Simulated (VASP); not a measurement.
The system is Tc3Sn.

```
CELL_PARAMETERS angstrom
0.00000 3.17219 3.17219
3.17219 0.00000 3.17219
3.17219 3.17219 0.00000
ATOMIC_POSITIONS crystal
Tc 0.25000 0.25000 0.25000
Tc 0.75000 0.75000 0.75000
Tc 0.50000 0.50000 0.50000
Sn 0.00000 0.00000 0.00000
```

| Item | Value |
| --- | --- |
| Program | VASP 6.6.1 |
| Task | relaxation of cell and atoms |
| Functional | LDA |
| Potentials or basis | VASP PAW LDA potentials, release 64 (Tc_pv, Sn_d) |
| Cutoff | 600 eV |
| k mesh | 6 × 6 × 6 |
| Occupations | fermi-dirac, width 0.05 eV |
| Spin | no spin polarisation |

At the start: pressure -13.6 GPa; volume 15.96 Å³/atom.

Problem. Where does the relaxation end?

Solution. Over 4 steps the energy falls by 39.8 meV/atom and the volume is 15.08 Å³/atom (-5.5 %); space group Fm-3m (No. 225, to 0.1 Å) before and after.

Step by step:
```tsv
step	energy change (eV)	largest force (eV/Å)	pressure (GPa)	volume (Å³)
1	0.0000	0.0000	-13.56	63.84
2	1.0448	0.0000	54.48	52.16
3	-0.1588	0.0000	-0.85	60.46
4	-0.1593	0.0000	-0.18	60.31
```

Final structure:
```xyz
4
Lattice="0.0000 3.1125 3.1125 3.1125 0.0000 3.1125 3.1125 3.1125 0.0000" Properties=species:S:1:pos:R:3 pbc="T T T"
Tc    1.5563    1.5563    1.5563
Tc    4.6688    4.6688    4.6688
Tc    3.1125    3.1125    3.1125
Sn    3.1125    3.1125    6.2250
```
